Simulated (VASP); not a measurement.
Set up this calculation in VASP 6.6.1, as the native input.

| Quantity | Value |
| --- | --- |
| Task | single point |
| Functional | PBE |
| Potentials or basis | VASP PAW PBE potentials, release 64 (Se) |
| Cutoff | 520 eV |
| k mesh | 12 × 12 × 12 |
| Occupations | fermi-dirac, width 0.1 eV |
| Spin | no spin polarisation |
| Dipole correction | no |
| Further INCAR settings | ALGO = Normal; EDIFF = 1e-06; NBANDS = 9 |

The structure of Se lies in POSCAR:

```
Se
1.0
    0.0000000000      2.1702560838      2.1702560838
    2.1702560838      0.0000000000      2.1702560838
    2.1702560838      2.1702560838      0.0000000000
Se
1
Direct
    0.0000000000      0.0000000000      0.0000000000
```

This isn't the form of Se at room conditions, which is trigonal, of chains.

These files were run (other wordings do the same):

INCAR

```
SYSTEM = Se
PREC = Accurate
ENCUT = 520
EDIFF = 1E-6
ISMEAR = -1
SIGMA = 0.1
LREAL = .FALSE.
LASPH = .TRUE.
NELM = 100
ALGO = Normal
ISIF = 2
LWAVE = .FALSE.
LCHARG = .TRUE.
GGA = PE
LELF = .TRUE.
LVHAR = .TRUE.
NBANDS = 9
```

KPOINTS

```
regular mesh
0
G
  12 12 12
  0 0 0
```

Potentials or basis: VASP PAW PBE potentials, release 64 (Se).

Run with:

```sh
$ cat potpaw_PBE.64/Se/POTCAR > POTCAR
$ mpirun -np 1 vasp_std > vasp.out
```

It gave:

```
Pressure               : 0.0 GPa
Band gap on the k mesh : zero (bands 3 and 4 overlap by 5.21 eV)
```

Wall time 9.5 s on 1 thread of Intel Xeon 8259CL, on a shared host, peak memory 0.14 GiB.
